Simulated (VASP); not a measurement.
CsBr, 2 atoms in the cell. It takes space group Pm-3m (No. 221, cubic). Conventional cell: a = 4.475 Å, b = 4.475 Å, c = 4.475 Å, α = 90.00°, β = 90.00°, γ = 90.00°. Cs (site symmetry m-3m) has 8 Br at 3.88 Å and 6 Cs at 4.48 Å within 5.1 Å. Within 5.1 Å of Br (site symmetry m-3m) lie 8 Cs at 3.88 Å and 6 Br at 4.48 Å.  This cell differs from its parent crystal: volume changed by +6%.

```yaml
Program: VASP 6.6.1
Task: single point
Functional: PBE
Potentials_or_basis: VASP PAW PBE potentials, release 64 (Cs_sv, Br)
Cutoff: 500 eV
k_mesh: 6 × 6 × 6
Occupations: gaussian, width 0.01 eV
Spin: no spin polarisation
Dipole_correction: no
Further_INCAR_settings: ALGO = Normal; EDIFF = 1e-06; NBANDS = 15
```

Potentials or basis: VASP PAW PBE potentials, release 64 (Cs_sv, Br).

Run with:

```sh
$ cat potpaw_PBE.64/Cs_sv/POTCAR potpaw_PBE.64/Br/POTCAR > POTCAR
$ mpirun -np 1 vasp_std > vasp.out
```

Hardware: 1 thread of Intel(R) Xeon(R) Platinum 8259CL CPU @ 2.50GHz (Skylake/Cascade Lake) (shared host).

How long does it take, and how much memory?

Run time: 16 s on 1 thread of Intel(R) Xeon(R) Platinum 8259CL CPU @ 2.50GHz (Skylake/Cascade Lake), on a shared host, peak memory 0.21 GiB. Counts: scf iterations 12, k points 20.
